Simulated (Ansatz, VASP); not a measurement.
Two plane-wave programs on Zr

```xyz
1
Lattice="0.0000 2.2550 2.2550 2.2550 0.0000 2.2550 2.2550 2.2550 0.0000" Properties=species:S:1:pos:R:3 pbc="T T T"
Zr    0.0000    0.0000    0.0000
```

Alike in both runs: task single point; functional LDA; k mesh 8 × 8 × 8; occupations gaussian, width 0.1 eV; no spin polarisation.

|  | VASP | Ansatz |
| --- | --- | --- |
| version | VASP 6.6.1 | Ansatz 0.2.0 |
| potentials or method | VASP PAW LDA potentials, release 64 (Zr_sv), cutoff 500 eV | scalar-relativistic, plane waves, PAW |
| valence electrons in the cell | 12 | 12 |

|  | VASP | Ansatz | Ansatz less VASP |
| --- | --- | --- | --- |
| gap on the k mesh at the Fermi level (eV) | none | none | - |
| pressure (GPa) | -5.9 | -6.1 | -0.12 |

LDA's correlation is that of Perdew and Zunger in VASP and of Perdew and Wang (1992) in Ansatz. A gap of «none» marks a metal or a gap that the smearing closes.
